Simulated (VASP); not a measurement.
# TiTe2 (P-3m1) in VASP: settings compared

The runs below take TiTe2 through single point, with r2SCAN+D3(BJ), r2SCAN+rVV10.

Everything below comes from runs of VASP 6.6.1. Logs are shortened: lines on timing, memory, paths and dates and some standing lists are left out, and cuts for length are marked.

## 1. The cell of the first run

It takes space group P-3m1 (No. 164, trigonal). The conventional cell has a = 3.762 Å, b = 3.762 Å, c = 6.549 Å, α = 90.00°, β = 90.00°, γ = 120.00°. Within 3.6 Å of Ti (site symmetry -3m) lie 6 Te at 2.77 Å. Te (site symmetry 3m) has 3 Ti at 2.77 Å within 3.6 Å.

## 2. Single point, r2SCAN+D3(BJ)

File POSCAR:

```
TiTe2
1.0
    3.7623956869      0.0000000000      0.0000000000
   -1.8811978435      3.2583302440      0.0000000000
    0.0000000000      0.0000000000      6.5485409933
Ti Te
1 2
Direct
    0.0000000000      0.0000000000      0.0000000000
    0.3333333333      0.6666666667      0.2622674887
    0.6666666667      0.3333333333      0.7377325113
```

File INCAR.step1:

```
SYSTEM = TiTe2
  PREC = Accurate
  ENCUT = 520
  ISMEAR = 0
  SIGMA = 0.05
  LREAL = .False.
  LASPH = .True.
  NELM = 60
  NBANDS = 19
  GGA = PE
  ALGO = Normal
  EDIFF = 1E-4
  LWAVE = .True.
  LCHARG = .False.
```

File INCAR.step2:

```
SYSTEM = TiTe2
  PREC = Accurate
  ENCUT = 520
  EDIFF = 1E-6
  ISMEAR = 0
  SIGMA = 0.05
  LREAL = .False.
  LASPH = .True.
  NELM = 60
  ALGO = Normal
  ISIF = 2
  LWAVE = .False.
  LCHARG = .True.
  METAGGA = R2SCAN
  LMIXTAU = .True.
  IVDW = 12
  VDW_S6 = 1.0
  VDW_S8 = 0.78981345
  VDW_A1 = 0.49484001
  VDW_A2 = 5.73083694
  LELF = .True.
  LVHAR = .True.
  NBANDS = 19
  ISTART = 1
```

File KPOINTS:

```
Automatic mesh
0
Gamma
  8 8 4
  0 0 0
```

Potentials or basis: VASP PAW PBE potentials, release 64 (Ti_sv, Te).

Run with:

```
$ cat potpaw_PBE.64/Ti_sv/POTCAR potpaw_PBE.64/Te/POTCAR > POTCAR
$ cp INCAR.step1 INCAR
$ mpirun -np 1 vasp_std > vasp.out
$ cp INCAR.step2 INCAR
$ mpirun -np 1 vasp_std > vasp.out
```

OUTCAR:

```text
SYSTEM = TiTe2
   PREC = Accurate
   ENCUT = 520
   EDIFF = 1E-6
   ISMEAR = 0
   LREAL = .False.
   LASPH = .True.
   NELM = 60
   ISIF = 2
   METAGGA = R2SCAN
   IVDW = 12
   ISTART = 1
 IVDW          = 12

 ion  position               nearest neighbor table
   1  0.000  0.000  0.000-   2 2.77   3 2.77   3 2.77   2 2.77   3 2.77   2 2.77
   2  0.333  0.667  0.262-   1 2.77   1 2.77   1 2.77
   3  0.667  0.333  0.738-   1 2.77   1 2.77   1 2.77

  LATTYP: Found a hexagonal cell.
 ALAT       =     3.7623956869
 C/A-ratio  =     1.7405242665

  Lattice vectors:

 A1 = (   3.7623956869,   0.0000000000,   0.0000000000)
 A2 = (  -1.8811978435,   3.2583302440,   0.0000000000)
 A3 = (   0.0000000000,   0.0000000000,   6.5485409933)

Analysis of symmetry for initial positions (statically):
=====================================================================
 Subroutine PRICEL returns:
 Original cell was already a primitive cell.

 Routine SETGRP: Setting up the symmetry group for a
 hexagonal supercell.

 Subroutine GETGRP returns: Found 12 space group operations
 (whereof 12 operations were pure point group operations)
 out of a pool of 24 trial point group operations.

The static configuration has the point symmetry D_3d.

Analysis of symmetry for dynamics (positions and initial velocities):
=====================================================================
 Subroutine PRICEL returns:
 Original cell was already a primitive cell.

 Routine SETGRP: Setting up the symmetry group for a
 hexagonal supercell.

 Subroutine GETGRP returns: Found 12 space group operations
 (whereof 12 operations were pure point group operations)
 out of a pool of 24 trial point group operations.

The dynamic configuration has the point symmetry D_3d.

 Subroutine INISYM returns: Found 12 space group operations
 (whereof 12 operations are pure point group operations),
 and found     1 'primitive' translations

----------------------------------------------------------------------------------------

                                     Primitive cell

  volume of cell :      80.2794

  direct lattice vectors                    reciprocal lattice vectors
     3.762395687  0.000000000  0.000000000     0.265788100  0.153452831  0.000000000
    -1.881197844  3.258330244  0.000000000     0.000000000  0.306905662  0.000000000
     0.000000000  0.000000000  6.548540993     0.000000000  0.000000000  0.152705771

  length of vectors
     3.762395687  3.762395687  6.548540993     0.306905662  0.306905662  0.152705771

  position of ions in fractional coordinates (direct lattice)
     0.000000000  0.000000000  0.000000000
     0.333333333  0.666666667  0.262267489
     0.666666667  0.333333333  0.737732511

  ion indices of the primitive-cell ions
   primitive index   ion index
                 1           1
                 2           2
                 3           3

----------------------------------------------------------------------------------------

 KPOINTS: Automatic mesh

Automatic generation of k-mesh.
 Grid dimensions read from file:
 generate k-points for:    8    8    4

 Generating k-lattice:

  Cartesian coordinates                     Fractional coordinates (reciprocal lattice)
     0.033223512  0.019181604  0.000000000     0.125000000  0.000000000  0.000000000
     0.000000000  0.038363208  0.000000000     0.000000000  0.125000000  0.000000000
     0.000000000  0.000000000  0.038176443     0.000000000  0.000000000  0.250000000

  Length of vectors
     0.038363208  0.038363208  0.038176443

  Shift w.r.t. Gamma in fractional coordinates (k-lattice)
     0.000000000  0.000000000  0.000000000

 Subroutine IBZKPT returns following result:
 ===========================================

 Found     35 irreducible k-points:

 Following reciprocal coordinates:
            Coordinates               Weight
  0.000000  0.000000  0.000000      1.000000
  0.125000  0.000000  0.000000      6.000000
  0.250000  0.000000  0.000000      6.000000
  0.375000  0.000000  0.000000      6.000000
  0.500000  0.000000  0.000000      3.000000
  0.125000  0.125000  0.000000      6.000000
[... 16 lines left out ...]
 -0.125000  0.500000  0.250000     12.000000
  0.250000  0.250000  0.250000     12.000000
 [... further k-points ...]
   k-points           NKPTS =     35   k-points in BZ     NKDIM =     35   number of bands    NBANDS=     19
   number of dos      NEDOS =    301   number of ions     NIONS =      3
   total plane-waves  NPLWV =  39200
   dimension x,y,z NGX =    28 NGY =   28 NGZ =   50
   dimension x,y,z NGXF=    56 NGYF=   56 NGZF=  100
   ions per type =               1   2
   NGX,Y,Z   is equivalent  to a cutoff of  12.37, 12.37, 12.69 a.u.
   NGXF,Y,Z  is equivalent  to a cutoff of  24.74, 24.74, 25.39 a.u.
 SYSTEM =  TiTe2
   PREC   = accura    normal or accurate (medium, high low for compatibility)
   ISTART =      1    job   : 0-new  1-cont  2-samecut
   ICHARG =      0    charge: 1-file 2-atom 10-const
   ISPIN  =      1    spin polarized calculation?
   LNONCOLLINEAR =      F non collinear calculations
   LSORBIT =      F    spin-orbit coupling
   LASPH  =      T    aspherical Exc in radial PAW
   ENCUT  =  520.0 eV  38.22 Ry    6.18 a.u.   7.00  7.00 12.18*2*pi/ulx,y,z
   NELM   =     60;   NELMIN=  2; NELMDL=  0     # of ELM steps
   EDIFF  = 0.1E-05   stopping-criterion for ELM
   LREAL  =      F    real-space projection
   EDIFFG = 0.1E-04   stopping-criterion for IOM
   NSW    =      0    number of steps for IOM
   IBRION =     -1    ionic relax: 0-MD 1-quasi-New 2-CG
   NFREE  =      0    steps in history (QN), initial steepest desc. (CG)
   ISIF   =      2    stress and relaxation
   ISYM   =      2    0-nonsym 1-usesym 2-fastsym
   POTIM  = 0.5000    time-step for ionic-motion
   TEBEG  =    0.0;   TEEND  =   0.0 temperature during run
   PSTRESS=    0.0 pullay stress
   NELECT =      24.0000    total number of electrons
   NUPDOWN=      -1.0000    fix difference up-down
   EMIN   =  10.00;   EMAX   =-10.00  energy-range for DOS
   EFERMI =   0.00;   METHOD = LEGACY
   ISMEAR =     0;   SIGMA  =   0.05  broadening in eV -4-tet -1-fermi 0-gaus
   EFERMI_NEDOS =   21; number of points for ismear=-14 and -15
   IALGO  =     38    algorithm
   IMIX   =      4    mixing-type and parameters
     AMIX     =   0.40;   BMIX     =  1.00
     AMIX_MAG =   1.60;   BMIX_MAG =  1.00
  volume/ion in A,a.u.               =      26.76       180.58
  Fermi-wavevector in a.u.,A,eV,Ry     =   1.094655  2.068598 16.303443  1.198269
  Thomas-Fermi vector in A             =   2.230964
   LORBIT       =      0    0 simple, 1 ext, 2 COOP (PROOUT), +10 PAW based schemes
   METAGGA = R2SCAN    functional components
   LHFCALC =     F    Hartree Fock is set to
   AEXX    =    0.0000 exact exchange contribution
   IVDW    =    12    specifies the selected vdW correction
   LEPSILON=     F    determine dielectric tensor
   LRPA    =     F    only Hartree local field effects (RPA)
 non-spin polarized calculation
 Gauss-broadening in eV      SIGMA  =   0.05
  energy-cutoff  :      520.00
  volume of cell :       80.28
 maximum number of plane-waves:      2179
   NGX = 13   NGY = 13   NGZ = 25

 number of electron      23.9999993 magnetization

 Free energy of the ion-electron system (eV)
  ---------------------------------------------------
  ext. energy  EPLUGINS =         0.00000000
  ---------------------------------------------------
  free energy    TOTEN  =       -66.26327842 eV

  energy without entropy =      -66.26155719  energy(sigma->0) =      -66.26241781

 E-fermi :   6.7960     XC(G=0): -10.3441

 val. band max:        6.7931281579   @ k =   0.3750   0.0000   0.5000
 cond. band min:       6.8685755825   @ k =   0.5000   0.0000   0.0000
 fundamental gap:      0.0754474246
 Fermi energy:         6.7960483211

 k-point     1 :       0.0000    0.0000    0.0000
  band No.  band energies     occupation
      1     -53.2059      2.00000
      2     -28.4136      2.00000
      3     -28.4135      2.00000
      4     -28.3807      2.00000
      5      -6.1910      2.00000
      6      -4.6482      2.00000
[... 11 lines left out ...]
     18      12.4837      0.00000
     19      13.4908      0.00000

 k-point     2 :       0.1250    0.0000    0.0000
  band No.  band energies     occupation
      1     -53.2055      2.00000
      2     -28.4202      2.00000
      3     -28.4151      2.00000
      4     -28.3791      2.00000
      5      -6.0078      2.00000
      6      -4.5512      2.00000
[... 11 lines left out ...]
     18      13.3447      0.00000
     19      14.1319      0.00000

 k-point     3 :       0.2500    0.0000    0.0000
  band No.  band energies     occupation
      1     -53.2043      2.00000
      2     -28.4363      2.00000
      3     -28.4188      2.00000
      4     -28.3752      2.00000
      5      -5.4955      2.00000
      6      -4.3069      2.00000
[... 11 lines left out ...]
     18      12.9741      0.00000
     19      13.7932      0.00000

 k-point     4 :       0.3750    0.0000    0.0000
  band No.  band energies     occupation
      1     -53.2031      2.00000
      2     -28.4522      2.00000
      3     -28.4225      2.00000
      4     -28.3714      2.00000
      5      -4.7986      2.00000
      6      -4.0849      2.00000
[... 407 lines left out ...]
     18      11.8950      0.00000
     19      13.5376      0.00000

 k-point    23 :      -0.1250    0.5000    0.2500
  band No.  band energies     occupation
      1     -53.2027      2.00000
      2     -28.4552      2.00000
      3     -28.4277      2.00000
      4     -28.3698      2.00000
      5      -4.4060      2.00000
      6      -4.0168      2.00000
[... 11 lines left out ...]
     18      12.2271      0.00000
     19      13.2285      0.00000

 k-point    24 :       0.2500    0.2500    0.2500
  band No.  band energies     occupation
      1     -53.2027      2.00000
      2     -28.4501      2.00000
      3     -28.4327      2.00000
      4     -28.3698      2.00000
      5      -4.4044      2.00000
      6      -4.0483      2.00000
[... 11 lines left out ...]
     18      12.3605      0.00000
     19      13.1765      0.00000

 [... further k-points ...]

------------------------ aborting loop because EDIFF is reached ----------------------------------------

 Edisp (eV)   -0.68826

 E8    (eV) :    -0.2511

  FORCE on cell =-STRESS in cart. coord.  units (eV):
  Direction    XX          YY          ZZ          XY          YZ          ZX
  --------------------------------------------------------------------------------------
  -------------------------------------------------------------------------------------
  Total       0.09688     0.09688    -0.64023    -0.00000     0.00000     0.00000
  in kB       1.93349     1.93349   -12.77736    -0.00000     0.00000     0.00000
  external pressure =       -2.97 kB  Pullay stress =        0.00 kB

 VOLUME and BASIS-vectors are now :
 -----------------------------------------------------------------------------
  energy-cutoff  :      520.00
  volume of cell :       80.28
      direct lattice vectors                 reciprocal lattice vectors
     3.762395687  0.000000000  0.000000000     0.265788100  0.153452831  0.000000000
    -1.881197844  3.258330244  0.000000000     0.000000000  0.306905662  0.000000000
     0.000000000  0.000000000  6.548540993     0.000000000  0.000000000  0.152705771

 POSITION                                       TOTAL-FORCE (eV/Angst)
 -----------------------------------------------------------------------------------
      0.00000      0.00000      0.00000         0.000000      0.000000      0.000000
     -0.00000      2.17222      1.71747        -0.000000      0.000000     -0.217519
      1.88120      1.08611      4.83107         0.000000     -0.000000      0.217519
 -----------------------------------------------------------------------------------
    total drift:                               -0.000000     -0.000000      0.000000

  FREE ENERGIE OF THE ION-ELECTRON SYSTEM (eV)
  ---------------------------------------------------
  free  energy   TOTEN  =       -66.9515430009 eV

  energy  without entropy=      -66.9498217668  energy(sigma->0) =      -66.95068238
```

Wall time 2.4 min (1 thread of Intel Xeon Platinum 8375C at 2.90GHz (Ice Lake), shared host); peak memory 0.23 GiB.

What came out:

- Free energy: -66.9515 eV
- Pressure: -0.3 GPa
- Largest force: 0.218 eV/Å
- Band gap on the k mesh: zero (band 12 reaches 7.24 eV, above the bottom of band 13 at 6.59 eV)
- Dispersion energy per atom: -0.229 eV

Forces on the atoms (eV/Å):
```
Ti   0.000  0.000  0.000
Te   0.000  0.000 -0.218
Te   0.000  0.000  0.218
```

Stress tensor (GPa, compression positive):
```
 0.19  0.00  0.00
 0.00  0.19  0.00
 0.00  0.00 -1.28
```

Caveat: three body term missing; the PAW data sets were made with another functional, which shifts forces and pressure a little; spin-orbit coupling is left out, which moves the levels of the heavy elements.

## 3. Single point, r2SCAN+rVV10

This run uses another cell than the first one, of 27.16 Å³/atom, 1.015 times its volume.

File POSCAR:

```
TiTe2
1.0
    3.7943445491      0.0000000000      0.0000000000
   -1.8971722746      3.2859987703      0.0000000000
    0.0000000000      0.0000000000      6.5349923544
Ti Te
1 2
Direct
    0.0000000000      0.0000000000      0.0000000000
    0.3333333333      0.6666666667      0.2579205962
    0.6666666667      0.3333333333      0.7420794038
```

File INCAR.step1:

```
PREC = Accurate ; ENCUT = 520
ISMEAR = 0 ; SIGMA = 0.05
LREAL = F ; LASPH = T
NELM = 80 ; NBANDS = 19
GGA = PE ; ALGO = Normal
EDIFF = 1E-4 ; LWAVE = T
LCHARG = F
```

File INCAR.step2:

```
PREC = Accurate ; ENCUT = 520
EDIFF = 1E-6 ; ISMEAR = 0
SIGMA = 0.05 ; LREAL = F
LASPH = T ; NELM = 80
ALGO = Normal ; ISIF = 2
LWAVE = F ; LCHARG = F
METAGGA = R2SCAN ; LMIXTAU = T
LUSE_VDW = T ; IVDW_NL = 2
BPARAM = 11.95 ; CPARAM = 0.0093
NBANDS = 19 ; ISTART = 1
```

File KPOINTS:

```
regular mesh
0
Gamma
  8 8 4
```

Potentials or basis: VASP PAW PBE potentials, release 64 (Ti_sv, Te).

Run with:

```
$ cat potpaw_PBE.64/Ti_sv/POTCAR potpaw_PBE.64/Te/POTCAR > POTCAR
$ cp INCAR.step1 INCAR
$ mpirun -np 1 vasp_std > vasp.out
$ cp INCAR.step2 INCAR
$ mpirun -np 1 vasp_std > vasp.out
```

It took 3.2 min on 1 thread of Intel Xeon Platinum 8375C at 2.90GHz (Ice Lake), shared host; peak memory 0.38 GiB.

Results (log left out):

```
Free energy            : -65.6829 eV
Pressure               : 0.3 GPa
Largest force          : 0.029 eV/Å
Band gap on the k mesh : zero (band 12 reaches 7.00 eV, above the bottom of band 13 at 6.43 eV)
```

Forces on the atoms (eV/Å):
```
Ti   0.000  0.000  0.000
Te   0.000  0.000  0.029
Te   0.000  0.000 -0.029
```

Levels at points of the mesh, in eV from the Fermi level:
| k point | band 8 | band 9 | band 10 | band 11 | band 12 | band 13 | band 14 | band 15 | band 16 | band 17 |
| --- | --- | --- | --- | --- | --- | --- | --- | --- | --- | --- |
| (0.00, 0.00, 0.00) | -2.01 | -2.01 | 0.38 | 0.38 | 0.38 | 0.49 | 0.90 | 0.90 | 3.14 | 3.14 |
| (0.50, 0.00, 0.00) | -3.96 | -2.89 | -2.59 | -2.08 | -1.36 | 0.08 | 1.18 | 1.56 | 2.49 | 3.35 |
| (0.00, 0.00, 0.50) | -2.71 | -1.95 | -1.95 | 0.37 | 0.37 | 0.62 | 0.62 | 1.15 | 3.53 | 3.53 |
| (0.50, 0.00, 0.50) | -4.77 | -2.63 | -2.32 | -1.21 | -0.90 | -0.19 | 1.17 | 1.53 | 2.68 | 3.52 |

Caveat: the PAW data sets were made with another functional, which shifts forces and pressure a little; spin-orbit coupling is left out, which moves the levels of the heavy elements.
